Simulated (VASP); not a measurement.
# Si (Fd-3m) in VASP: single point with PBEsol

Aim: the single point of Si with PBEsol.

All numbers are computed with VASP 6.6.1; they aren't measurements. Logs are shortened: lines on timing, memory, paths and dates and some standing lists are left out, and cuts for length are marked.

## 1. The cell of the first run

Symmetry: Fd-3m, No. 227, cubic system. The conventional cell has a = 5.434 Å, b = 5.434 Å, c = 5.434 Å, α = 90.00°, β = 90.00°, γ = 90.00°. Within 3.1 Å of Si (site symmetry -43m) lie 4 Si at 2.35 Å.

## 2. Single point, PBEsol

The input, INCAR:

```
SYSTEM = Si
  PREC = Accurate
  ENCUT = 500
  EDIFF = 1E-6
  ISMEAR = 0
  SIGMA = 0.02
  LREAL = .FALSE.
  LASPH = .TRUE.
  NELM = 120
  ALGO = Normal
  ISIF = 2
  LWAVE = .FALSE.
  LCHARG = .TRUE.
  GGA = PS
  LELF = .TRUE.
  LVHAR = .TRUE.
  NBANDS = 11
  GGA_COMPAT = .FALSE.
```

The input, KPOINTS:

```
Automatic mesh
0
G
  12 12 12
  0 0 0
```

The input, POSCAR:

```
Si
1.0
    0.0000000000      2.7168139362      2.7168139362
    2.7168139362      0.0000000000      2.7168139362
    2.7168139362      2.7168139362      0.0000000000
Si
2
Direct
    0.7500000000      0.7500000000      0.7500000000
    0.5000000000      0.5000000000      0.5000000000
```

Potentials or basis: VASP PAW PBE potentials, release 64 (Si).

Run with:

```sh
cat potpaw_PBE.64/Si/POTCAR > POTCAR
mpirun -np 1 vasp_std > vasp.out
```

OUTCAR:

```text
SYSTEM = Si
   PREC = Accurate
   ENCUT = 500
   EDIFF = 1E-6
   ISMEAR = 0
   LREAL = .FALSE.
   LASPH = .TRUE.
   NELM = 120
   ISIF = 2
   GGA = PS

 ion  position               nearest neighbor table
   1  0.750  0.750  0.750-   2 2.35   2 2.35   2 2.35   2 2.35
   2  0.500  0.500  0.500-   1 2.35   1 2.35   1 2.35   1 2.35

  LATTYP: Found a face centered cubic cell.
 ALAT       =     5.4336278724

  Lattice vectors:

 A1 = (   0.0000000000,   2.7168139362,   2.7168139362)
 A2 = (   2.7168139362,   0.0000000000,   2.7168139362)
 A3 = (   2.7168139362,   2.7168139362,   0.0000000000)

Analysis of symmetry for initial positions (statically):
=====================================================================
 Subroutine PRICEL returns:
 Original cell was already a primitive cell.

 Routine SETGRP: Setting up the symmetry group for a
 face centered cubic supercell.

 Subroutine GETGRP returns: Found 48 space group operations
 (whereof 24 operations were pure point group operations)
 out of a pool of 48 trial point group operations.

The static configuration has the point symmetry T_d .
 The point group associated with its full space group is O_h .

Analysis of symmetry for dynamics (positions and initial velocities):
=====================================================================
 Subroutine PRICEL returns:
 Original cell was already a primitive cell.

 Routine SETGRP: Setting up the symmetry group for a
 face centered cubic supercell.

 Subroutine GETGRP returns: Found 48 space group operations
 (whereof 24 operations were pure point group operations)
 out of a pool of 48 trial point group operations.

The dynamic configuration has the point symmetry T_d .
 The point group associated with its full space group is O_h .

 Subroutine INISYM returns: Found 48 space group operations
 (whereof 24 operations are pure point group operations),
 and found     1 'primitive' translations

----------------------------------------------------------------------------------------

                                     Primitive cell

  volume of cell :      40.1060

  direct lattice vectors                    reciprocal lattice vectors
     0.000000000  2.716813936  2.716813936    -0.184039103  0.184039103  0.184039103
     2.716813936  0.000000000  2.716813936     0.184039103 -0.184039103  0.184039103
     2.716813936  2.716813936  0.000000000     0.184039103  0.184039103 -0.184039103

  length of vectors
     3.842155115  3.842155115  3.842155115     0.318765077  0.318765077  0.318765077

  position of ions in fractional coordinates (direct lattice)
     0.750000000  0.750000000  0.750000000
     0.500000000  0.500000000  0.500000000

  ion indices of the primitive-cell ions
   primitive index   ion index
                 1           1
                 2           2

----------------------------------------------------------------------------------------

 KPOINTS: Automatic mesh

Automatic generation of k-mesh.
 Grid dimensions read from file:
 generate k-points for:   12   12   12

 Generating k-lattice:

  Cartesian coordinates                     Fractional coordinates (reciprocal lattice)
    -0.015336592  0.015336592  0.015336592     0.083333333  0.000000000  0.000000000
     0.015336592 -0.015336592  0.015336592     0.000000000  0.083333333  0.000000000
     0.015336592  0.015336592 -0.015336592     0.000000000  0.000000000  0.083333333

  Length of vectors
     0.026563756  0.026563756  0.026563756

  Shift w.r.t. Gamma in fractional coordinates (k-lattice)
     0.000000000  0.000000000  0.000000000

 Subroutine IBZKPT returns following result:
 ===========================================

 Found     72 irreducible k-points:

 Following reciprocal coordinates:
            Coordinates               Weight
  0.000000  0.000000  0.000000      1.000000
  0.083333  0.000000  0.000000      8.000000
  0.166667  0.000000  0.000000      8.000000
  0.250000  0.000000  0.000000      8.000000
  0.333333  0.000000  0.000000      8.000000
  0.416667  0.000000  0.000000      8.000000
[... 16 lines left out ...]
  0.500000  0.166667  0.000000     24.000000
 -0.416667  0.166667  0.000000     24.000000
 [... further k-points ...]
   k-points           NKPTS =     72   k-points in BZ     NKDIM =     72   number of bands    NBANDS=     11
   number of dos      NEDOS =    301   number of ions     NIONS =      2
   total plane-waves  NPLWV =  21952
   dimension x,y,z NGX =    28 NGY =   28 NGZ =   28
   dimension x,y,z NGXF=    56 NGYF=   56 NGZF=   56
   ions per type =               2
   NGX,Y,Z   is equivalent  to a cutoff of  12.12, 12.12, 12.12 a.u.
   NGXF,Y,Z  is equivalent  to a cutoff of  24.23, 24.23, 24.23 a.u.
 SYSTEM =  Si
   PREC   = accura    normal or accurate (medium, high low for compatibility)
   ISTART =      0    job   : 0-new  1-cont  2-samecut
   ICHARG =      2    charge: 1-file 2-atom 10-const
   ISPIN  =      1    spin polarized calculation?
   LNONCOLLINEAR =      F non collinear calculations
   LSORBIT =      F    spin-orbit coupling
   LASPH  =      T    aspherical Exc in radial PAW
   ENCUT  =  500.0 eV  36.75 Ry    6.06 a.u.   7.01  7.01  7.01*2*pi/ulx,y,z
   NELM   =    120;   NELMIN=  2; NELMDL= -5     # of ELM steps
   EDIFF  = 0.1E-05   stopping-criterion for ELM
   LREAL  =      F    real-space projection
   EDIFFG = 0.1E-04   stopping-criterion for IOM
   NSW    =      0    number of steps for IOM
   IBRION =     -1    ionic relax: 0-MD 1-quasi-New 2-CG
   NFREE  =      0    steps in history (QN), initial steepest desc. (CG)
   ISIF   =      2    stress and relaxation
   ISYM   =      2    0-nonsym 1-usesym 2-fastsym
   POTIM  = 0.5000    time-step for ionic-motion
   TEBEG  =    0.0;   TEEND  =   0.0 temperature during run
   PSTRESS=    0.0 pullay stress
   NELECT =       8.0000    total number of electrons
   NUPDOWN=      -1.0000    fix difference up-down
   EMIN   =  10.00;   EMAX   =-10.00  energy-range for DOS
   EFERMI =   0.00;   METHOD = LEGACY
   ISMEAR =     0;   SIGMA  =   0.02  broadening in eV -4-tet -1-fermi 0-gaus
   EFERMI_NEDOS =   21; number of points for ismear=-14 and -15
   IALGO  =     38    algorithm
   IMIX   =      4    mixing-type and parameters
     AMIX     =   0.40;   BMIX     =  1.00
     AMIX_MAG =   1.60;   BMIX_MAG =  1.00
  volume/ion in A,a.u.               =      20.05       135.32
  Fermi-wavevector in a.u.,A,eV,Ry     =   0.956537  1.807592 12.448818  0.914962
  Thomas-Fermi vector in A             =   2.085474
   LORBIT       =      0    0 simple, 1 ext, 2 COOP (PROOUT), +10 PAW based schemes
   GGA     = PS    functional components
   LHFCALC =     F    Hartree Fock is set to
   AEXX    =    0.0000 exact exchange contribution
   IVDW    =     0    specifies the selected vdW correction
   LEPSILON=     F    determine dielectric tensor
   LRPA    =     F    only Hartree local field effects (RPA)
 non-spin polarized calculation
 Gauss-broadening in eV      SIGMA  =   0.02
  energy-cutoff  :      500.00
  volume of cell :       40.11
 maximum number of plane-waves:      1036
   NGX = 13   NGY = 13   NGZ = 13

 number of electron       8.0000001 magnetization

 Free energy of the ion-electron system (eV)
  ---------------------------------------------------
  ext. energy  EPLUGINS =         0.00000000
  ---------------------------------------------------
  free energy    TOTEN  =       -11.49328954 eV

  energy without entropy =      -11.49328954  energy(sigma->0) =      -11.49328954

 E-fermi :   5.9329     XC(G=0):  -9.5476

 val. band max:        5.7733685223   @ k =   0.0000   0.0000   0.0000
 cond. band min:       6.2327644248   @ k =   0.4167   0.4167   0.0000
 fundamental gap:      0.4593959024
 Fermi energy:         5.9328517673

 k-point     1 :       0.0000    0.0000    0.0000
  band No.  band energies     occupation
      1      -6.2058      2.00000
      2       5.7734      2.00000
      3       5.7734      2.00000
      4       5.7734      2.00000
      5       8.2902      0.00000
      6       8.2902      0.00000
      7       8.2902      0.00000
      8       9.0791      0.00000
      9      13.4611      0.00000
     10      13.4611      0.00000
     11      13.4773      0.00000

 k-point     2 :       0.0833    0.0000    0.0000
  band No.  band energies     occupation
      1      -6.1146      2.00000
      2       4.9055      2.00000
      3       5.6278      2.00000
      4       5.6278      2.00000
      5       8.3271      0.00000
      6       8.5035      0.00000
      7       8.5035      0.00000
      8       9.7470      0.00000
      9      13.1785      0.00000
     10      13.1785      0.00000
     11      13.8725      0.00000

 k-point     3 :       0.1667    0.0000    0.0000
  band No.  band energies     occupation
      1      -5.8437      2.00000
      2       3.3756      2.00000
      3       5.3190      2.00000
      4       5.3190      2.00000
      5       8.0584      0.00000
      6       8.9406      0.00000
      7       8.9406      0.00000
      8      11.1644      0.00000
      9      12.7974      0.00000
     10      12.7974      0.00000
     11      14.6368      0.00000

 k-point     4 :       0.2500    0.0000    0.0000
  band No.  band energies     occupation
      1      -5.4038      2.00000
      2       1.8242      2.00000
      3       5.0090      2.00000
      4       5.0090      2.00000
      5       7.7292      0.00000
      6       9.2304      0.00000
      7       9.2304      0.00000
      8      12.6083      0.00000
      9      12.9039      0.00000
     10      12.9039      0.00000
     11      14.5524      0.00000
[... 239 lines left out ...]
 k-point    22 :       0.4167    0.1667    0.0000
  band No.  band energies     occupation
      1      -4.2917      2.00000
      2       0.0817      2.00000
      3       3.3156      2.00000
      4       3.9308      2.00000
      5       7.6937      0.00000
      6       9.9719      0.00000
      7      10.6147      0.00000
      8      10.7366      0.00000
      9      15.5067      0.00000
     10      15.9146      0.00000
     11      16.5243      0.00000

 k-point    23 :       0.5000    0.1667    0.0000
  band No.  band energies     occupation
      1      -3.7029      2.00000
      2      -0.8597      2.00000
      3       2.9687      2.00000
      4       3.9862      2.00000
      5       7.7243      0.00000
      6       9.8205      0.00000
      7      10.3370      0.00000
      8      12.1120      0.00000
      9      15.0463      0.00000
     10      16.1960      0.00000
     11      17.4216      0.00000

 k-point    24 :      -0.4167    0.1667    0.0000
  band No.  band energies     occupation
      1      -3.5867      2.00000
      2      -1.0215      2.00000
      3       2.7525      2.00000
      4       4.1723      2.00000
      5       7.8729      0.00000
      6       9.7677      0.00000
      7      10.1088      0.00000
      8      13.6610      0.00000
      9      14.2190      0.00000
     10      14.4977      0.00000
     11      16.7859      0.00000

 [... further k-points ...]
[... 5 lines left out ...]
  --------------------------------------------------------------------------------------
  -------------------------------------------------------------------------------------
  Total        0.0274571      0.0274571      0.0274571      0.0000000      0.0000000      0.0000000
  in kB        1.0968712      1.0968712      1.0968712      0.0000000      0.0000000      0.0000000
  external PRESSURE =       1.0968712 kB  Pullay stress =       0.0000000 kB

 VOLUME and BASIS-vectors are now :
 -----------------------------------------------------------------------------
  energy-cutoff  :      500.00
  volume of cell :       40.11
      direct lattice vectors                 reciprocal lattice vectors
     0.000000000  2.716813936  2.716813936    -0.184039103  0.184039103  0.184039103
     2.716813936  0.000000000  2.716813936     0.184039103 -0.184039103  0.184039103
     2.716813936  2.716813936  0.000000000     0.184039103  0.184039103 -0.184039103

 POSITION                                       TOTAL-FORCE (eV/Angst)
 -----------------------------------------------------------------------------------
      4.07522      4.07522      4.07522         0.000000      0.000000      0.000000
      2.71681      2.71681      2.71681        -0.000000     -0.000000     -0.000000
 -----------------------------------------------------------------------------------
    total drift:                                0.000000      0.000000     -0.000000

  FREE ENERGIE OF THE ION-ELECTRON SYSTEM (eV)
  ---------------------------------------------------
  free  energy   TOTEN  =       -11.4932895388 eV

  energy  without entropy=      -11.4932895388  energy(sigma->0) =      -11.49328954
```

Run time: 13 s. Hardware: 1 thread of Intel Xeon 6975P-C (Granite Rapids), shared host; peak memory 0.15 GiB.

What came out:

| Property | Result |
| --- | --- |
| Free energy | -11.4933 eV |
| Pressure | 0.1 GPa |
| Band gap on the k mesh | 0.46 eV, indirect (least direct gap 2.52 eV) |

Caveat: the PAW data sets were made with another functional, which shifts forces and pressure a little. As with any semilocal functional, this PBEsol gap is likely too small.
